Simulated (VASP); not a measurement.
Write the native input for VASP 6.6.1 that does the following.

```
Task                   : single point
Functional             : PBE
Potentials or basis    : VASP PAW PBE potentials, release 64 (I)
Cutoff                 : 520 eV
k mesh                 : 6 × 6 × 6
Occupations            : fermi-dirac, width 0.1 eV
Spin                   : no spin polarisation
Dipole correction      : no
Further INCAR settings : ALGO = Normal; EDIFF = 1e-06; NBANDS = 10
```

The structure of I lies in POSCAR:

```
I
1.0
    0.0000000000      2.3656004428      3.9098401324
    2.1922454667      0.0000000000      3.9098401324
    2.1922454667      2.3656004428      0.0000000000
I
1
Direct
    0.0000000000      0.0000000000      0.0000000000
```

The input as run:

INCAR

```
PREC = Accurate
ENCUT = 520
EDIFF = 1E-6
ISMEAR = -1
SIGMA = 0.1
LREAL = False
LASPH = True
NELM = 80
ALGO = Normal
ISIF = 2
LWAVE = False
LCHARG = False
GGA = PE
NBANDS = 10
```

KPOINTS

```
regular mesh
0
Gamma
  6 6 6
```

Potentials or basis: VASP PAW PBE potentials, release 64 (I).

Run with:

```console
$ cat potpaw_PBE.64/I/POTCAR > POTCAR
$ mpirun -np 1 vasp_std > vasp.out
```

Results of the run:

```
Pressure : 0.7 GPa
```

Caveat: an odd number of electrons without spin polarisation forces a metal; a magnetic or distorted state may lie lower.

Wall time 7.6 s on 1 thread of Intel(R) Xeon(R) 6975P-C (Granite Rapids) (shared host), peak memory 0.18 GiB.
